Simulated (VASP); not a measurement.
## Pt: single point with LDA

Crystal: Pt.

```xyz
1
Lattice="-0.0973 1.8786 1.8786 1.8786 -0.0973 1.8786 1.8786 1.8786 -0.0973" Properties=species:S:1:pos:R:3 pbc="T T T"
Pt    0.0000    0.0000    0.0000
```

```json
{
 "Program": "VASP 6.6.1",
 "Task": "single point",
 "Functional": "LDA",
 "Potentials or basis": "VASP PAW LDA potentials, release 64 (Pt)",
 "Cutoff": "520 eV",
 "k mesh": "20 × 20 × 20",
 "Occupations": "gaussian, width 0.15 eV",
 "Spin": "no spin polarisation",
 "Dipole correction": "no",
 "Further INCAR settings": "ALGO = Normal; EDIFF = 1e-07; NBANDS = 11"
}
```

```json
{
 "Pressure": "13.8 GPa",
 "Band gap on the k mesh": "zero (band 5 reaches 12.97 eV, above the bottom of band 6 at 10.06 eV)"
}
```

Stress tensor (GPa, compression positive):
```
13.77  5.59  5.59
 5.59 13.77  5.59
 5.59  5.59 13.77
```

Levels at points of the mesh, in eV from the Fermi level:
```tsv
k point	band 1	band 2	band 3	band 4	band 5	band 6	band 7	band 8	band 9	band 10
(0.00, 0.00, 0.00)	-10.86	-4.61	-4.61	-3.44	-1.65	-1.65	14.39	18.93	18.93	21.51
(0.50, 0.00, 0.00)	-8.02	-4.82	-3.51	-0.90	-0.33	0.23	5.99	14.26	18.86	20.47
(0.50, 0.50, 0.00)	-7.73	-7.25	-0.08	0.46	0.76	1.71	9.58	10.58	12.55	20.75
(0.50, 0.50, 0.50)	-7.78	-4.37	-4.37	0.08	0.31	0.31	7.47	13.46	18.19	18.19
```

Wall time 35 s on 1 thread of Intel(R) Xeon(R) 6975P-C (Granite Rapids), on a shared host, peak memory 0.22 GiB.

Caveat: spin-orbit coupling is left out, which moves the levels of the heavy elements.
